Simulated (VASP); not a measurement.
# TaRu2 (P-62m) in VASP: single point with PBE

Aim: the single point of TaRu2 with PBE.

Everything below comes from runs of VASP 6.6.1. Logs are shortened: lines on timing, memory, paths and dates and some standing lists are left out, and cuts for length are marked.

## (1) The cell of the first run

It takes space group P-62m (No. 189, hexagonal). Conventional cell: a = 4.893 Å, b = 4.893 Å, c = 4.404 Å, α = 90.00°, β = 90.00°, γ = 120.00°. Within 3.6 Å of Ta (site symmetry -6) lie 9 Ru at 2.75 to 2.82 Å and 3 Ta at 2.82 Å. Within 3.6 Å of Ru (site symmetry -62m) lie 6 Ru at 2.71 Å and 6 Ta at 2.82 Å. Within 3.6 Å of Ru (site symmetry m2m) lie 8 Ru at 2.71 to 2.86 Å and 4 Ta at 2.75 Å.

## (2) Single point, PBE, collinear spin, ferromagnetic start

INCAR

```
SYSTEM = TaRu2
PREC = Accurate
ENCUT = 520
EDIFF = 1E-6
ISMEAR = 0
SIGMA = 0.1
LREAL = .False.
LASPH = .True.
NELM = 150
ALGO = Fast
ISIF = 2
LWAVE = .False.
LCHARG = .False.
ISPIN = 2
MAGMOM = 0 0 1 1 1 1
LORBIT = 11
LMAXMIX = 4
GGA = PE
NBANDS = 52
```

KPOINTS

```
Automatic mesh
0
Gamma
  6 6 4
  0 0 0
```

POSCAR

```
TaRu2
1.0
    4.8925147991      0.0000000000      0.0000000000
   -2.4462573995      4.2370421044      0.0000000000
    0.0000000000      0.0000000000      4.4041675023
Ta Ru
2 4
Direct
    0.3333333333      0.6666666667      0.0000000000
    0.6666666667      0.3333333333      0.0000000000
    0.0000000000      0.0000000000      0.0000000000
    0.6759477136      0.6759477136      0.5000000000
    0.3240522864      0.0000000000      0.5000000000
    0.0000000000      0.3240522864      0.5000000000
```

Potentials or basis: VASP PAW PBE potentials, release 64 (Ta_pv, Ru_pv).

Run with:

```bash
cat potpaw_PBE.64/Ta_pv/POTCAR potpaw_PBE.64/Ru_pv/POTCAR > POTCAR
mpirun -np 1 vasp_std > vasp.out
```

OUTCAR:

```text
SYSTEM = TaRu2
   PREC = Accurate
   ENCUT = 520
   EDIFF = 1E-6
   ISMEAR = 0
   LREAL = .False.
   LASPH = .True.
   NELM = 150
   ISIF = 2
   ISPIN = 2
   LORBIT = 11
   GGA = PE

 ion  position               nearest neighbor table
   1  0.333  0.667  0.000-   5 2.75   5 2.75   6 2.75   6 2.75   4 2.75   4 2.75   3 2.82   2 2.82
                             2 2.82   3 2.82   3 2.82   2 2.82
   2  0.667  0.333  0.000-   6 2.75   6 2.75   5 2.75   5 2.75   4 2.75   4 2.75   3 2.82   1 2.82
                             1 2.82   3 2.82   3 2.82   1 2.82
   3  0.000  0.000  0.000-   6 2.71   6 2.71   5 2.71   5 2.71   4 2.71   4 2.71   1 2.82   2 2.82
                             1 2.82   2 2.82   2 2.82   1 2.82
   4  0.676  0.676  0.500-   3 2.71   3 2.71   6 2.75   5 2.75   2 2.75   2 2.75   1 2.75   1 2.75
                             6 2.86   5 2.86   5 2.86   6 2.86
   5  0.324  0.000  0.500-   3 2.71   3 2.71   6 2.75   4 2.75   1 2.75   1 2.75   2 2.75   2 2.75
                             4 2.86   6 2.86   4 2.86   6 2.86
   6  0.000  0.324  0.500-   3 2.71   3 2.71   5 2.75   4 2.75   2 2.75   2 2.75   1 2.75   1 2.75
                             4 2.86   5 2.86   5 2.86   4 2.86

  LATTYP: Found a hexagonal cell.
 ALAT       =     4.8925147991
 C/A-ratio  =     0.9001848095

  Lattice vectors:

 A1 = (   4.8925147991,   0.0000000000,   0.0000000000)
 A2 = (  -2.4462573995,   4.2370421044,   0.0000000000)
 A3 = (   0.0000000000,   0.0000000000,   4.4041675023)

Analysis of symmetry for initial positions (statically):
=====================================================================
 Subroutine PRICEL returns:
 Original cell was already a primitive cell.

 Routine SETGRP: Setting up the symmetry group for a
 hexagonal supercell.

 Subroutine GETGRP returns: Found 12 space group operations
 (whereof 12 operations were pure point group operations)
 out of a pool of 24 trial point group operations.

The static configuration has the point symmetry D_3h.

Analysis of symmetry for dynamics (positions and initial velocities):
=====================================================================
 Subroutine PRICEL returns:
 Original cell was already a primitive cell.

 Routine SETGRP: Setting up the symmetry group for a
 hexagonal supercell.

 Subroutine GETGRP returns: Found 12 space group operations
 (whereof 12 operations were pure point group operations)
 out of a pool of 24 trial point group operations.

The dynamic configuration has the point symmetry D_3h.

Analysis of structural, dynamic, and magnetic symmetry:
=====================================================================
 Subroutine PRICEL returns:
 Original cell was already a primitive cell.

 Routine SETGRP: Setting up the symmetry group for a
 hexagonal supercell.

 Subroutine GETGRP returns: Found 12 space group operations
 (whereof 12 operations were pure point group operations)
 out of a pool of 24 trial point group operations.

The overall configuration has the point symmetry D_3h.

 Subroutine INISYM returns: Found 12 space group operations
 (whereof 12 operations are pure point group operations),
 and found     1 'primitive' translations

----------------------------------------------------------------------------------------

                                     Primitive cell

  volume of cell :      91.2975

  direct lattice vectors                    reciprocal lattice vectors
     4.892514799  0.000000000  0.000000000     0.204393863  0.118006852  0.000000000
    -2.446257399  4.237042104  0.000000000     0.000000000  0.236013704  0.000000000
     0.000000000  0.000000000  4.404167502     0.000000000  0.000000000  0.227057667

  length of vectors
     4.892514799  4.892514799  4.404167502     0.236013704  0.236013704  0.227057667

  position of ions in fractional coordinates (direct lattice)
     0.333333333  0.666666667  0.000000000
     0.666666667  0.333333333  0.000000000
     0.000000000  0.000000000  0.000000000
     0.675947714  0.675947714  0.500000000
     0.324052286  0.000000000  0.500000000
     1.000000000  0.324052286  0.500000000

  ion indices of the primitive-cell ions
   primitive index   ion index
                 1           1
                 2           2
                 3           3
[... 33 lines left out ...]
  0.166667 -0.000000  0.000000      6.000000
  0.333333  0.000000  0.000000      6.000000
  0.500000  0.000000  0.000000      3.000000
  0.166667  0.166667  0.000000      6.000000
  0.333333  0.166667  0.000000     12.000000
[... 13 lines left out ...]
  0.333333  0.166667  0.500000     12.000000
  0.333333  0.333333  0.500000      2.000000
   k-points           NKPTS =     21   k-points in BZ     NKDIM =     21   number of bands    NBANDS=     52
   number of dos      NEDOS =    301   number of ions     NIONS =      6
   total plane-waves  NPLWV =  46656
   dimension x,y,z NGX =    36 NGY =   36 NGZ =   36
   dimension x,y,z NGXF=    72 NGYF=   72 NGZF=   72
   ions per type =               2   4
   NGX,Y,Z   is equivalent  to a cutoff of  12.23, 12.23, 13.59 a.u.
   NGXF,Y,Z  is equivalent  to a cutoff of  24.47, 24.47, 27.18 a.u.
 SYSTEM =  TaRu2
   PREC   = accura    normal or accurate (medium, high low for compatibility)
   ISTART =      0    job   : 0-new  1-cont  2-samecut
   ICHARG =      2    charge: 1-file 2-atom 10-const
   ISPIN  =      2    spin polarized calculation?
   LNONCOLLINEAR =      F non collinear calculations
   LSORBIT =      F    spin-orbit coupling
   LASPH  =      T    aspherical Exc in radial PAW
   ENCUT  =  520.0 eV  38.22 Ry    6.18 a.u.   9.10  9.10  8.19*2*pi/ulx,y,z
   NELM   =    150;   NELMIN=  2; NELMDL= -5     # of ELM steps
   EDIFF  = 0.1E-05   stopping-criterion for ELM
   LREAL  =      F    real-space projection
[... 7 lines left out ...]
   TEBEG  =    0.0;   TEEND  =   0.0 temperature during run
   PSTRESS=    0.0 pullay stress
   NELECT =      78.0000    total number of electrons
   NUPDOWN=      -1.0000    fix difference up-down
   EMIN   =  10.00;   EMAX   =-10.00  energy-range for DOS
   EFERMI =   0.00;   METHOD = LEGACY
   ISMEAR =     0;   SIGMA  =   0.10  broadening in eV -4-tet -1-fermi 0-gaus
   EFERMI_NEDOS =   21; number of points for ismear=-14 and -15
   IALGO  =     68    algorithm
   IMIX   =      4    mixing-type and parameters
     AMIX     =   0.40;   BMIX     =  1.00
     AMIX_MAG =   1.60;   BMIX_MAG =  1.00
  volume/ion in A,a.u.               =      15.22       102.68
  Fermi-wavevector in a.u.,A,eV,Ry     =   1.553412  2.935524 32.832086  2.413090
  Thomas-Fermi vector in A             =   2.657647
   LORBIT       =     11    0 simple, 1 ext, 2 COOP (PROOUT), +10 PAW based schemes
   GGA     = PE    functional components
   LHFCALC =     F    Hartree Fock is set to
   AEXX    =    0.0000 exact exchange contribution
   IVDW    =     0    specifies the selected vdW correction
   LEPSILON=     F    determine dielectric tensor
   LRPA    =     F    only Hartree local field effects (RPA)
 spin polarized calculation
 RMM-DIIS sequential band-by-band and
 Gauss-broadening in eV      SIGMA  =   0.10
  energy-cutoff  :      520.00
  volume of cell :       91.30
 maximum number of plane-waves:      2492
   NGX = 19   NGY = 19   NGZ = 17

 number of electron      77.9999995 magnetization      -0.0016071

 number of electron      77.9999995 magnetization       0.0001305

 Free energy of the ion-electron system (eV)
  ---------------------------------------------------
  ext. energy  EPLUGINS =         0.00000000
  ---------------------------------------------------
  free energy    TOTEN  =       -61.12076759 eV

  energy without entropy =      -61.08705390  energy(sigma->0) =      -61.10391074

 E-fermi :   9.6668     XC(G=0): -13.4493

 val. band max:        9.6510763960   @ k =   0.3333   0.3333   0.5000
 cond. band min:       9.6710274181   @ k =   0.1667  -0.0000   0.5000
 fundamental gap:      0.0199510222
 Fermi energy:         9.6668454655

 spin component 1

 k-point     1 :       0.0000    0.0000    0.0000
  band No.  band energies     occupation
      1     -33.1077      1.00000
      2     -32.9341      1.00000
      3     -32.9341      1.00000
      4     -32.9299      1.00000
      5     -32.8062      1.00000
      6     -32.7665      1.00000
[... 1123 lines left out ...]
     50      13.7446      0.00000
     51      13.7646      0.00000
 Fermi energy:         9.6668454655

 spin component 2

 k-point     1 :       0.0000    0.0000    0.0000
  band No.  band energies     occupation
      1     -33.1077      1.00000
      2     -32.9341      1.00000
      3     -32.9341      1.00000
      4     -32.9299      1.00000
      5     -32.8061      1.00000
      6     -32.7665      1.00000
[... 1123 lines left out ...]
     50      13.7460      0.00000
     51      13.7931      0.00000
 [bands above 51 left out]

------------------------ aborting loop because EDIFF is reached ----------------------------------------

  FORCE on cell =-STRESS in cart. coord.  units (eV):
  Direction    XX          YY          ZZ          XY          YZ          ZX
  --------------------------------------------------------------------------------------
  -------------------------------------------------------------------------------------
  Total        0.0198413      0.0198413      0.1721657      0.0000000     -0.0000000      0.0000000
  in kB        0.3481949      0.3481949      3.0213322      0.0000000     -0.0000000      0.0000000
  external PRESSURE =       1.2392407 kB  Pullay stress =       0.0000000 kB

 VOLUME and BASIS-vectors are now :
 -----------------------------------------------------------------------------
  energy-cutoff  :      520.00
  volume of cell :       91.30
      direct lattice vectors                 reciprocal lattice vectors
     4.892514799  0.000000000  0.000000000     0.204393863  0.118006852  0.000000000
    -2.446257399  4.237042104  0.000000000     0.000000000  0.236013704  0.000000000
     0.000000000  0.000000000  4.404167502     0.000000000  0.000000000  0.227057667

 POSITION                                       TOTAL-FORCE (eV/Angst)
 -----------------------------------------------------------------------------------
     -0.00000      2.82469      0.00000         0.000000      0.000000     -0.000000
      2.44626      1.41235      0.00000         0.000000     -0.000000     -0.000000
      0.00000      0.00000      0.00000         0.000000      0.000000     -0.000000
      1.65354      2.86402      2.20208         0.004146      0.007182      0.000000
      1.58543      0.00000      2.20208        -0.008293      0.000000     -0.000000
     -0.79272      1.37302      2.20208         0.004146     -0.007182     -0.000000
 -----------------------------------------------------------------------------------
    total drift:                                0.000001      0.000001     -0.000000

  FREE ENERGIE OF THE ION-ELECTRON SYSTEM (eV)
  ---------------------------------------------------
  free  energy   TOTEN  =       -61.1207675864 eV

  energy  without entropy=      -61.0870539006  energy(sigma->0) =      -61.10391074

 total charge

# of ion       s       p       d       tot
------------------------------------------
    1        0.395   6.191   2.355   8.942
    2        0.395   6.191   2.355   8.942
    3        0.404   6.274   6.003  12.681
    4        0.386   6.264   5.995  12.645
    5        0.386   6.264   5.995  12.645
    6        0.386   6.264   5.995  12.645
--------------------------------------------------
tot          2.352  37.449  28.698  68.499

 magnetization (x)

# of ion       s       p       d       tot
------------------------------------------
    1       -0.000  -0.000  -0.000  -0.000
    2       -0.000  -0.000  -0.000  -0.000
    3        0.000   0.000   0.000   0.000
    4        0.000  -0.000   0.000   0.000
    5        0.000  -0.000   0.000   0.000
    6        0.000  -0.000   0.000   0.000
--------------------------------------------------
tot          0.000  -0.000   0.000   0.000
```

Run time: 3 min. Hardware: 1 thread of Intel Xeon Platinum 8259CL at 2.50GHz (Skylake/Cascade Lake), shared host; peak memory 0.33 GiB.

Results:

- Free energy: -61.1208 eV
- Pressure: 0.1 GPa
- Largest force: 0.008 eV/Å
- Band gap on the k mesh: zero (filled and empty bands overlap)
- Net moment: 0.00 μB per cell
- Valence electrons inside the program's atomic spheres: Ta 8.94; Ru 12.68, 12.64 (each value once)

Forces on the atoms (eV/Å):
```
Ta   0.000  0.000  0.000
Ta   0.000  0.000  0.000
Ru   0.000  0.000  0.000
Ru   0.004  0.007  0.000
Ru  -0.008  0.000  0.000
Ru   0.004 -0.007  0.000
```

Stress tensor (GPa, compression positive):
```
0.03 0.00 0.00
0.00 0.03 0.00
0.00 0.00 0.30
```

Caveat: spin-orbit coupling is left out, which moves the levels of the heavy elements.
